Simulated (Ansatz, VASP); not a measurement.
ZrB2 in VASP and in Ansatz

```xyz
3
Lattice="3.0699 0.0000 0.0000 -1.5350 2.6586 0.0000 0.0000 0.0000 3.4308" Properties=species:S:1:pos:R:3 pbc="T T T"
Zr    0.0000    0.0000    0.0000
B     0.0000    1.7724    1.7154
B     1.5350    0.8862    1.7154
```

Alike in both runs: task single point; functional LDA; k mesh 15 × 15 × 12; occupations gaussian, width 0.15 eV; no spin polarisation.

```csv
,VASP,Ansatz
version,VASP 6.6.1,Ansatz 0.2.0
potentials or method,"VASP PAW LDA potentials, release 64 (Zr_sv, B), cutoff 520 eV","scalar-relativistic, plane waves, PAW"
valence electrons in the cell,18,18
```

```tsv
	VASP	Ansatz	Ansatz less VASP
gap on the k mesh at the Fermi level (eV)	none	none	-
pressure (GPa)	17.4	16.8	-0.64
traceless stress, the component that is largest in VASP (GPa)	-1.53	-1.59	-0.052
```

LDA's correlation is that of Perdew and Zunger in VASP and of Perdew and Wang (1992) in Ansatz. A gap of «none» marks a metal or a gap that the smearing closes.
